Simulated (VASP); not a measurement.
# CaO in VASP: a series of runs

Aim: see how the results for CaO move with the level of theory and the settings. Levels: PBE, r2SCAN. Tasks: single point.

All numbers are computed with VASP 6.6.1; they aren't measurements. Logs are shortened: lines on timing, memory, paths and dates and some standing lists are left out, and cuts for length are marked.

## (1) The cell of the first run

The structure is tetragonal, space group I4/mmm (No. 139). Conventional cell: a = 3.372 Å, b = 3.372 Å, c = 4.795 Å, α = 90.00°, β = 90.00°, γ = 90.00°. Ca (site symmetry 4/mmm) has 6 O at 2.38 to 2.40 Å within 3.1 Å. Within 3.1 Å of O (site symmetry 4/mmm) lie 6 Ca at 2.38 to 2.40 Å.

## (2) Single point, PBE (biaxial xy strain -0.5%)

INCAR reads:

```
SYSTEM = CaO
  ALGO = Normal
  EDIFF = 1E-7
  ENCUT = 520
  GGA = PE
  ISIF = 2
  ISMEAR = -1
  LASPH = .TRUE.
  LCHARG = .TRUE.
  LELF = .TRUE.
  LREAL = .FALSE.
  LVHAR = .TRUE.
  LWAVE = .FALSE.
  NBANDS = 15
  NELM = 80
  PREC = Accurate
  SIGMA = 0.02
```

KPOINTS reads:

```
k-points
0
G
  10 10 10
  0 0 0
```

POSCAR reads:

```
CaO
1.0
    0.0000000000      2.3846033482      2.3975501188
    2.3846033482      0.0000000000      2.3975501188
    2.3846033482      2.3846033482      0.0000000000
Ca O
1 1
Direct
    0.0000000000      0.0000000000      0.0000000000
    0.5000000000      0.5000000000      0.5000000000
```

Potentials or basis: VASP PAW PBE potentials, release 64 (Ca_sv, O).

Started as:

```sh
$ cat potpaw_PBE.64/Ca_sv/POTCAR potpaw_PBE.64/O/POTCAR > POTCAR
$ mpirun -np 1 vasp_std > vasp.out
```

OUTCAR:

```text
SYSTEM = CaO
   EDIFF = 1E-7
   ENCUT = 520
   GGA = PE
   ISIF = 2
   ISMEAR = -1
   LASPH = .TRUE.
   LREAL = .FALSE.
   NELM = 80
   PREC = Accurate

 ion  position               nearest neighbor table
   1  0.000  0.000  0.000-   2 2.38   2 2.38   2 2.38   2 2.38   2 2.40   2 2.40
   2  0.500  0.500  0.500-   1 2.38   1 2.38   1 2.38   1 2.38   1 2.40   1 2.40

  LATTYP: Found a body centered tetragonal cell.
 ALAT       =     3.3723383959
 C/A-ratio  =     1.4218917779

  Lattice vectors:

 A1 = (  -2.3846033482,   0.0000000000,   2.3975501188)
 A2 = (   2.3846033482,   0.0000000000,   2.3975501188)
 A3 = (   0.0000000000,   2.3846033482,  -2.3975501188)

Analysis of symmetry for initial positions (statically):
=====================================================================
 Subroutine PRICEL returns:
 Original cell was already a primitive cell.

 Routine SETGRP: Setting up the symmetry group for a
 body centered tetragonal supercell.

 Subroutine GETGRP returns: Found 16 space group operations
 (whereof 16 operations were pure point group operations)
 out of a pool of 16 trial point group operations.

The static configuration has the point symmetry D_4h.

Analysis of symmetry for dynamics (positions and initial velocities):
=====================================================================
 Subroutine PRICEL returns:
 Original cell was already a primitive cell.

 Routine SETGRP: Setting up the symmetry group for a
 body centered tetragonal supercell.

 Subroutine GETGRP returns: Found 16 space group operations
 (whereof 16 operations were pure point group operations)
 out of a pool of 16 trial point group operations.

The dynamic configuration has the point symmetry D_4h.

 Subroutine INISYM returns: Found 16 space group operations
 (whereof 16 operations are pure point group operations),
 and found     1 'primitive' translations

----------------------------------------------------------------------------------------

                                     Primitive cell

  volume of cell :      27.2665

  direct lattice vectors                    reciprocal lattice vectors
     0.000000000  2.384603348  2.397550119    -0.209678478  0.209678478  0.208546214
     2.384603348  0.000000000  2.397550119     0.209678478 -0.209678478  0.208546214
     2.384603348  2.384603348  0.000000000     0.209678478  0.209678478 -0.208546214

  length of vectors
     3.381505538  3.381505538  3.372338396     0.362521243  0.362521243  0.362521243

  position of ions in fractional coordinates (direct lattice)
     0.000000000  0.000000000  0.000000000
     0.500000000  0.500000000  0.500000000

  ion indices of the primitive-cell ions
   primitive index   ion index
                 1           1
                 2           2

----------------------------------------------------------------------------------------

 KPOINTS: k-points

Automatic generation of k-mesh.
 Grid dimensions read from file:
 generate k-points for:   10   10   10

 Generating k-lattice:

  Cartesian coordinates                     Fractional coordinates (reciprocal lattice)
    -0.020967848  0.020967848  0.020854621     0.100000000 -0.000000000  0.000000000
     0.020967848 -0.020967848  0.020854621    -0.000000000  0.100000000  0.000000000
     0.020967848  0.020967848 -0.020854621     0.000000000  0.000000000  0.100000000

  Length of vectors
     0.036252124  0.036252124  0.036252124

  Shift w.r.t. Gamma in fractional coordinates (k-lattice)
     0.000000000  0.000000000  0.000000000

 Subroutine IBZKPT returns following result:
 ===========================================

 Found    102 irreducible k-points:

 Following reciprocal coordinates:
            Coordinates               Weight
  0.000000  0.000000  0.000000      1.000000
  0.100000 -0.000000  0.000000      8.000000
  0.200000 -0.000000  0.000000      8.000000
  0.300000 -0.000000  0.000000      8.000000
  0.400000 -0.000000  0.000000      8.000000
  0.500000 -0.000000  0.000000      4.000000
[... 16 lines left out ...]
  0.300000  0.300000  0.000000      2.000000
  0.400000  0.300000  0.000000      8.000000
 [... further k-points ...]
   k-points           NKPTS =    102   k-points in BZ     NKDIM =    102   number of bands    NBANDS=     15
   number of dos      NEDOS =    301   number of ions     NIONS =      2
   total plane-waves  NPLWV =  21952
   dimension x,y,z NGX =    28 NGY =   28 NGZ =   28
   dimension x,y,z NGXF=    56 NGYF=   56 NGZF=   56
   ions per type =               1   1
   NGX,Y,Z   is equivalent  to a cutoff of  13.77, 13.77, 13.80 a.u.
   NGXF,Y,Z  is equivalent  to a cutoff of  27.53, 27.53, 27.61 a.u.
 SYSTEM =  CaO
   PREC   = accura    normal or accurate (medium, high low for compatibility)
   ISTART =      0    job   : 0-new  1-cont  2-samecut
   ICHARG =      2    charge: 1-file 2-atom 10-const
   ISPIN  =      1    spin polarized calculation?
   LNONCOLLINEAR =      F non collinear calculations
   LSORBIT =      F    spin-orbit coupling
   LASPH  =      T    aspherical Exc in radial PAW
   ENCUT  =  520.0 eV  38.22 Ry    6.18 a.u.   6.29  6.29  6.27*2*pi/ulx,y,z
   NELM   =     80;   NELMIN=  2; NELMDL= -5     # of ELM steps
   EDIFF  = 0.1E-06   stopping-criterion for ELM
   LREAL  =      F    real-space projection
   EDIFFG = 0.1E-05   stopping-criterion for IOM
   NSW    =      0    number of steps for IOM
   IBRION =     -1    ionic relax: 0-MD 1-quasi-New 2-CG
   NFREE  =      0    steps in history (QN), initial steepest desc. (CG)
   ISIF   =      2    stress and relaxation
   ISYM   =      2    0-nonsym 1-usesym 2-fastsym
   POTIM  = 0.5000    time-step for ionic-motion
   TEBEG  =    0.0;   TEEND  =   0.0 temperature during run
   PSTRESS=    0.0 pullay stress
   NELECT =      16.0000    total number of electrons
   NUPDOWN=      -1.0000    fix difference up-down
   EMIN   =  10.00;   EMAX   =-10.00  energy-range for DOS
   EFERMI =   0.00;   METHOD = LEGACY
   ISMEAR =    -1;   SIGMA  =   0.02  broadening in eV -4-tet -1-fermi 0-gaus
   EFERMI_NEDOS =   21; number of points for ismear=-14 and -15
   IALGO  =     38    algorithm
   IMIX   =      4    mixing-type and parameters
     AMIX     =   0.40;   BMIX     =  1.00
     AMIX_MAG =   1.60;   BMIX_MAG =  1.00
  volume/ion in A,a.u.               =      13.63        92.00
  Fermi-wavevector in a.u.,A,eV,Ry     =   1.370581  2.590023 25.558453  1.878493
  Thomas-Fermi vector in A             =   2.496355
   LORBIT       =      0    0 simple, 1 ext, 2 COOP (PROOUT), +10 PAW based schemes
   GGA     = PE    functional components
[... 5 lines left out ...]
 non-spin polarized calculation
  energy-cutoff  :      520.00
  volume of cell :       27.27
 maximum number of plane-waves:       749
 NGX is ok and might be reduce to    28
   NGX = 13   NGY = 13   NGZ = 13

 number of electron      15.9999997 magnetization

 Free energy of the ion-electron system (eV)
  ---------------------------------------------------
  ext. energy  EPLUGINS =         0.00000000
  ---------------------------------------------------
  free energy    TOTEN  =       -12.79017653 eV

  energy without entropy =      -12.79017653  energy(sigma->0) =      -12.79017653

 E-fermi :   2.9433     XC(G=0): -10.5630

 val. band max:        2.4568888944   @ k =   0.0000   0.0000   0.0000
 cond. band min:       6.0763357077   @ k =   0.5000   0.0000   0.5000
 fundamental gap:      3.6194468133
 Fermi energy:         2.9432969008

 k-point     1 :       0.0000    0.0000    0.0000
  band No.  band energies     occupation
      1     -35.1115      2.00000
      2     -15.8645      2.00000
      3     -15.8607      2.00000
      4     -15.8607      2.00000
      5     -13.1152      2.00000
      6       2.4428      2.00000
      7       2.4569      2.00000
      8       2.4569      2.00000
      9       7.3111      0.00000
     10       8.6968      0.00000
     11       8.7342      0.00000
     12       8.7342      0.00000
     13      10.2330      0.00000
     14      10.2819      0.00000
     15      17.6373      0.00000

 k-point     2 :       0.1000   -0.0000    0.0000
  band No.  band energies     occupation
      1     -35.1010      2.00000
      2     -16.0171      2.00000
      3     -15.8690      2.00000
      4     -15.8658      2.00000
      5     -12.9538      2.00000
      6       2.0879      2.00000
      7       2.3043      2.00000
      8       2.3125      2.00000
      9       7.7706      0.00000
     10       8.6884      0.00000
     11       8.8867      0.00000
     12       8.9078      0.00000
     13      10.4798      0.00000
     14      10.5306      0.00000
     15      18.0479      0.00000

 k-point     3 :       0.2000   -0.0000    0.0000
  band No.  band energies     occupation
      1     -35.0733      2.00000
      2     -16.3633      2.00000
      3     -15.8840      2.00000
      4     -15.8793      2.00000
      5     -12.5902      2.00000
      6       1.3067      2.00000
      7       1.9610      2.00000
      8       1.9667      2.00000
      9       8.6360      0.00000
     10       8.9050      0.00000
     11       9.3726      0.00000
     12       9.3874      0.00000
     13      11.1190      0.00000
     14      11.1740      0.00000
     15      18.6598      0.00000
[... 343 lines left out ...]
 k-point    23 :       0.3000    0.3000    0.0000
  band No.  band energies     occupation
      1     -35.0174      2.00000
      2     -16.4843      2.00000
      3     -16.0167      2.00000
      4     -16.0167      2.00000
      5     -12.5762      2.00000
      6       0.6909      2.00000
      7       2.1216      2.00000
      8       2.1216      2.00000
      9       6.8011      0.00000
     10       9.6874      0.00000
     11      11.0103      0.00000
     12      11.1143      0.00000
     13      11.1143      0.00000
     14      12.9585      0.00000
     15      19.8912      0.00000

 k-point    24 :       0.4000    0.3000    0.0000
  band No.  band energies     occupation
      1     -34.9959      2.00000
      2     -16.5497      2.00000
      3     -16.0719      2.00000
      4     -16.0403      2.00000
      5     -12.5769      2.00000
      6       0.7557      2.00000
      7       1.9031      2.00000
      8       2.0053      2.00000
      9       6.7734      0.00000
     10      10.2553      0.00000
     11      11.3390      0.00000
     12      11.4129      0.00000
     13      11.5535      0.00000
     14      13.3758      0.00000
     15      18.2427      0.00000

 [... further k-points ...]

------------------------ aborting loop because EDIFF is reached ----------------------------------------

  FORCE on cell =-STRESS in cart. coord.  units (eV):
  Direction    XX          YY          ZZ          XY          YZ          ZX
  --------------------------------------------------------------------------------------
  -------------------------------------------------------------------------------------
  Total        0.8045966      0.8045966      0.6392583      0.0000000     -0.0000000      0.0000000
  in kB       47.2779671     47.2779671     37.5627117      0.0000000     -0.0000000      0.0000000
  external PRESSURE =      44.0395486 kB  Pullay stress =       0.0000000 kB

 VOLUME and BASIS-vectors are now :
 -----------------------------------------------------------------------------
  energy-cutoff  :      520.00
  volume of cell :       27.27
      direct lattice vectors                 reciprocal lattice vectors
     0.000000000  2.384603348  2.397550119    -0.209678478  0.209678478  0.208546214
     2.384603348  0.000000000  2.397550119     0.209678478 -0.209678478  0.208546214
     2.384603348  2.384603348  0.000000000     0.209678478  0.209678478 -0.208546214

 POSITION                                       TOTAL-FORCE (eV/Angst)
 -----------------------------------------------------------------------------------
      0.00000      0.00000      0.00000         0.000000      0.000000      0.000000
      2.38460      2.38460      2.39755        -0.000000     -0.000000      0.000000
 -----------------------------------------------------------------------------------
    total drift:                                0.000000      0.000000      0.000000

  FREE ENERGIE OF THE ION-ELECTRON SYSTEM (eV)
  ---------------------------------------------------
  free  energy   TOTEN  =       -12.7901765254 eV

  energy  without entropy=      -12.7901765254  energy(sigma->0) =      -12.79017653
```

It took 57 s on 1 thread of AMD EPYC 7R43 (Zen 3), shared host; peak memory 0.15 GiB.

Results:

```yaml
Free_energy: -12.7902 eV
Pressure: 4.4 GPa
Band_gap_on_the_k_mesh: 3.62 eV, indirect (least direct gap 3.99 eV)
```

Caveat: the cell differs from its parent crystal (biaxial xy strain -0.5%). A k mesh can miss the band edges.

## (3) Single point, PBE (epitaxial 111 strain -1.6%)

INCAR reads:

```
SYSTEM = CaO
PREC     = Accurate       ! precision mode
ENCUT    = 520            ! plane-wave cutoff, eV
EDIFF    = 1E-7           ! SCF threshold, eV
ISMEAR   = -1             ! smearing method
SIGMA    = 0.02           ! smearing width, eV
LREAL    = .FALSE.        ! projectors in reciprocal space
LASPH    = .TRUE.         ! aspherical terms in the spheres
NELM     = 100            ! most SCF steps
ALGO     = Normal         ! electronic algorithm
ISIF     = 2              ! what is computed and relaxed
LWAVE    = .FALSE.        ! write WAVECAR
LCHARG   = .FALSE.        ! write CHGCAR
GGA      = PE             ! functional
NBANDS   = 15             ! bands
```

KPOINTS reads:

```
Automatic mesh
0
G
  10 10 10
  0 0 0
```

POSCAR reads:

```
CaO
1.0
    0.0411374376      2.3993677344      2.3993677344
    2.3993677344      0.0411374376      2.3993677344
    2.3993677344      2.3993677344      0.0411374376
Ca O
1 1
Direct
    0.0000000000      0.0000000000      0.0000000000
    0.5000000000      0.5000000000      0.5000000000
```

Potentials or basis: VASP PAW PBE potentials, release 64 (Ca_sv, O).

Started as:

```sh
$ cat potpaw_PBE.64/Ca_sv/POTCAR potpaw_PBE.64/O/POTCAR > POTCAR
$ mpirun -np 1 vasp_std > vasp.out
```

It took 79 s on 1 thread of AMD EPYC 7R43 (Zen 3), shared host; peak memory 0.15 GiB.

It converged, with:

```yaml
Free_energy: -12.7728 eV
Pressure: 6.0 GPa
Band_gap_on_the_k_mesh: 3.59 eV, indirect (least direct gap 3.95 eV)
```

Stress tensor (GPa, compression positive):
```
 6.02 -1.37 -1.37
-1.37  6.02 -1.37
-1.37 -1.37  6.02
```

Levels at points of the mesh, in eV from the valence-band top:
| k point | band 5 | band 6 | band 7 | band 8 | band 9 | band 10 | band 11 | band 12 |
| --- | --- | --- | --- | --- | --- | --- | --- | --- |
| (0.00, 0.00, 0.00) | -15.62 | -0.09 | 0.00 | 0.00 | 4.92 | 6.11 | 6.35 | 6.35 |
| (0.50, 0.00, 0.00) | -14.30 | -2.74 | -1.39 | -1.26 | 7.15 | 8.43 | 8.63 | 8.71 |
| (0.50, 0.50, 0.00) | -15.39 | -1.32 | -0.44 | -0.36 | 3.59 | 8.23 | 9.03 | 9.71 |
| (0.50, 0.50, 0.50) | -14.28 | -2.75 | -1.20 | -1.20 | 7.10 | 8.39 | 8.39 | 8.73 |

Caveat: the cell differs from its parent crystal (epitaxial 111 strain -1.6%).

## (4) Single point, r2SCAN (biaxial xy strain -0.5%)

POSCAR reads:

```
CaO
1.0
    0.0000000000      2.3846033482      2.3975501188
    2.3846033482      0.0000000000      2.3975501188
    2.3846033482      2.3846033482      0.0000000000
Ca O
1 1
Direct
    0.0000000000      0.0000000000      0.0000000000
    0.5000000000      0.5000000000      0.5000000000
```

INCAR.step1 reads:

```
SYSTEM = CaO
  PREC = Accurate
  ENCUT = 520
  ISMEAR = 0
  SIGMA = 0.01
  LREAL = .False.
  LASPH = .True.
  NELM = 60
  NBANDS = 15
  GGA = PE
  ALGO = Normal
  EDIFF = 1E-4
  LWAVE = .True.
  LCHARG = .False.
```

INCAR.step2 reads:

```
SYSTEM = CaO
  PREC = Accurate
  ENCUT = 520
  EDIFF = 1E-6
  ISMEAR = 0
  SIGMA = 0.01
  LREAL = .False.
  LASPH = .True.
  NELM = 60
  ALGO = Normal
  ISIF = 2
  LWAVE = .False.
  LCHARG = .True.
  METAGGA = R2SCAN
  LMIXTAU = .True.
  LELF = .True.
  LVHAR = .True.
  NBANDS = 15
  ISTART = 1
```

KPOINTS reads:

```
regular mesh
0
Gamma
  10 10 10
  0 0 0
```

Started as:

```sh
$ cat potpaw_PBE.64/Ca_sv/POTCAR potpaw_PBE.64/O/POTCAR > POTCAR
$ cp INCAR.step1 INCAR
$ mpirun -np 1 vasp_std > vasp.out
$ cp INCAR.step2 INCAR
$ mpirun -np 1 vasp_std > vasp.out
```

It took 4 min on 1 thread of AMD EPYC 7R43 (Zen 3), shared host; peak memory 0.16 GiB.

It converged, with:

| Item | Value |
| --- | --- |
| Free energy | -19.4492 eV |
| Pressure | 2.4 GPa |
| Band gap on the k mesh | 4.17 eV, indirect (least direct gap 4.55 eV) |

Stress tensor (GPa, compression positive):
```
2.74 0.00 0.00
0.00 2.74 0.00
0.00 0.00 1.69
```

Levels at points of the mesh, in eV from the valence-band top:
| k point | band 5 | band 6 | band 7 | band 8 | band 9 | band 10 | band 11 | band 12 |
| --- | --- | --- | --- | --- | --- | --- | --- | --- |
| (0.00, 0.00, 0.00) | -16.51 | -0.01 | 0.00 | 0.00 | 5.58 | 6.87 | 6.91 | 6.91 |
| (0.50, 0.00, 0.00) | -15.15 | -2.65 | -1.24 | -1.24 | 7.78 | 9.14 | 9.15 | 9.35 |
| (0.50, 0.50, 0.00) | -16.29 | -1.31 | -0.36 | -0.36 | 4.19 | 8.89 | 9.73 | 10.35 |
| (0.50, 0.00, 0.50) | -16.29 | -1.28 | -0.39 | -0.37 | 4.17 | 8.89 | 9.73 | 10.33 |

Caveat: the cell differs from its parent crystal (biaxial xy strain -0.5%); the PAW data sets were made with another functional, which shifts forces and pressure a little. A k mesh can miss the band edges.

## (5) The runs side by side

| level | cell | smearing | gap on the mesh (eV) | pressure (GPa) |
| --- | --- | --- | --- | --- |
| PBE | a = 3.382, b = 3.382, c = 3.372 Å, angles 60.1, 60.1, 59.8°, 2 atoms | fermi-dirac 0.02 eV | 3.62 | 4.4 |
| PBE | a = 3.393 Å, angles 58.9°, 2 atoms | fermi-dirac 0.02 eV | 3.59 | 6.0 |
| r2SCAN | a = 3.382, b = 3.382, c = 3.372 Å, angles 60.1, 60.1, 59.8°, 2 atoms | gaussian 0.01 eV | 4.17 | 2.4 |

Alike in all rows: task single point; potentials or basis VASP PAW PBE potentials, release 64 (Ca_sv, O); no spin polarisation; k mesh 10 × 10 × 10; cutoff (eV) 520.

Caveats: the PAW data sets were made with another functional, which shifts forces and pressure a little (some runs).

Total energies depend on the potentials used, so only differences within one code and one set of settings carry meaning.
